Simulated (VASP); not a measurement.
Set up this calculation in VASP 6.6.1, as the native input.

```
Task                   : single point
Functional             : PBE
Potentials or basis    : VASP PAW PBE potentials, release 64 (Mg, Si, N)
Cutoff                 : 520 eV
k mesh                 : 6 × 6 × 6
Occupations            : gaussian, width 0.1 eV
Spin                   : no spin polarisation
Dipole correction      : no
Further INCAR settings : ALGO = Normal; EDIFF = 1e-07; NBANDS = 12
```

The structure of MgSiN lies in POSCAR:

```
MgSiN
1.0
    3.3878193700      0.0000000000      0.0000000000
   -1.6939096900      2.9339376400      0.0000000000
    0.0000000000      0.0000000000      3.4595881400
Mg Si N
1 1 1
Direct
    0.0000000000      0.0000000000      0.0000000000
    0.3333333300      0.6666666700      0.0000000000
    0.6666666700      0.3333333300      0.5000000000
```

One way to write it, as run:

INCAR

```
PREC     = Accurate       # precision mode
ENCUT    = 520            # plane-wave cutoff, eV
EDIFF    = 1E-7           # SCF threshold, eV
ISMEAR   = 0              # smearing method
SIGMA    = 0.1            # smearing width, eV
LREAL    = False          # projectors in reciprocal space
LASPH    = True           # aspherical terms in the spheres
NELM     = 60             # most SCF steps
ALGO     = Normal         # electronic algorithm
ISIF     = 2              # what is computed and relaxed
LWAVE    = False          # write WAVECAR
LCHARG   = False          # write CHGCAR
GGA      = PE             # functional
NBANDS   = 12             # bands
```

KPOINTS

```
Automatic mesh
0
Gamma
  6 6 6
```

Potentials or basis: VASP PAW PBE potentials, release 64 (Mg, Si, N).

Run with:

```bash
$ cat potpaw_PBE.64/Mg/POTCAR potpaw_PBE.64/Si/POTCAR potpaw_PBE.64/N/POTCAR > POTCAR
$ mpirun -np 1 vasp_std > vasp.out
```

Results of the run:

```json
{"Pressure": "68.7 GPa"}
```

It took 6.2 s on 1 thread of AMD EPYC 9R45 (Zen 5), on a shared host, peak memory 0.13 GiB.
